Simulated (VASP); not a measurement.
Crystal: Ti2Si4W.

```
W Si Ti
1.0
    -3.11767    3.11767    2.54727
     3.11767   -3.11767    2.54727
     3.11767    3.11767   -2.54727
W Si Ti
1 4 2
Cartesian
  0.0000 0.0000 0.0000
  1.8893 1.8893 0.0000
  1.2284 -1.2284 2.5473
  1.2284 1.2284 2.5473
  -1.2284 1.2284 2.5473
  0.0000 3.1177 1.2736
  3.1177 0.0000 1.2736
```

```yaml
Program: VASP 6.6.1
Task: relaxation of cell and atoms
Functional: PBE
Potentials_or_basis: VASP PAW PBE potentials, release 64 (W_sv, Si, Ti_sv)
Cutoff: 600 eV
k_mesh: 5 × 5 × 5
Occupations: methfessel-paxton, width 0.005 eV
Spin: no spin polarisation
```

At the start: pressure -1.1 GPa; volume 14.15 Å³/atom.

**Question.** How do energy, volume and symmetry change on relaxing?

**Answer.** Over 6 steps the energy falls by 8.2 meV/atom and the volume is 14.13 Å³/atom (-0.1 %); space group I4/mmm (No. 139, to 0.1 Å) before and after.

Step by step:
| step | energy change (eV) | largest force (eV/Å) | pressure (GPa) | volume (Å³) |
| --- | --- | --- | --- | --- |
| 1 | 0.0000 | 0.5811 | -1.05 | 99.04 |
| 2 | -0.0422 | 0.1980 | 1.48 | 97.71 |
| 3 | -0.0428 | 0.1415 | 1.83 | 97.53 |
| 4 | -0.0542 | 0.0205 | -0.69 | 99.28 |
| 5 | -0.0550 | 0.0088 | -0.21 | 98.91 |
| 6 | -0.0575 | 0.0041 | 0.01 | 98.90 |

Final structure:
```
W Si Ti
1.0
    -3.11124    3.11124    2.55426
     3.11124   -3.11124    2.55426
     3.11124    3.11124   -2.55426
W Si Ti
1 4 2
Direct
  0.00000 0.00000 0.00000
  0.29731 0.29731 0.59462
  0.29731 0.70269 0.00000
  0.70269 0.70269 0.40538
  0.70269 0.29731 0.00000
  0.75000 0.25000 0.50000
  0.25000 0.75000 0.50000
```
